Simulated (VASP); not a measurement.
A run of VASP 6.6.1:

File INCAR:

```
SYSTEM = Ru
ALGO     = Fast           ! electronic algorithm
EDIFF    = 1E-6           ! SCF threshold, eV
ENCUT    = 520            ! plane-wave cutoff, eV
GGA      = PE             ! functional
ISIF     = 2              ! what is computed and relaxed
ISMEAR   = 0              ! smearing method
LASPH    = .TRUE.         ! aspherical terms in the spheres
LCHARG   = .TRUE.         ! write CHGCAR
LELF     = .TRUE.         ! ELF
LREAL    = .FALSE.        ! projectors in reciprocal space
LVHAR    = .TRUE.       
LWAVE    = .FALSE.        ! write WAVECAR
NBANDS   = 21             ! bands
NELM     = 60             ! most SCF steps
PREC     = Accurate       ! precision mode
SIGMA    = 0.1            ! smearing width, eV
```

File KPOINTS:

```
k-points
0
G
  24 24 12
  0 0 0
```

Contents of POSCAR:

```
Ru
1.0
    2.7199967399      0.0000000000      0.0000000000
   -1.3599983699      2.3555862750      0.0000000000
    0.0000000000      0.0000000000      4.4256738894
Ru
2
Direct
    0.3333333333      0.6666666667      0.2500000000
    0.6666666667      0.3333333333      0.7500000000
```

Potentials or basis: VASP PAW PBE potentials, release 64 (Ru_pv).

Launch:

```sh
$ cat potpaw_PBE.64/Ru_pv/POTCAR > POTCAR
$ mpirun -np 1 vasp_std > vasp.out
```

Hardware: 1 thread of Intel(R) Xeon(R) Platinum 8488C (Sapphire Rapids), with other jobs on the host.

Task: How long does it take, and how much memory?

Result: Wall time 2 min on 1 thread of Intel(R) Xeon(R) Platinum 8488C (Sapphire Rapids), on a shared host, peak memory 0.29 GiB. Counts: scf iterations 13, k points 427.
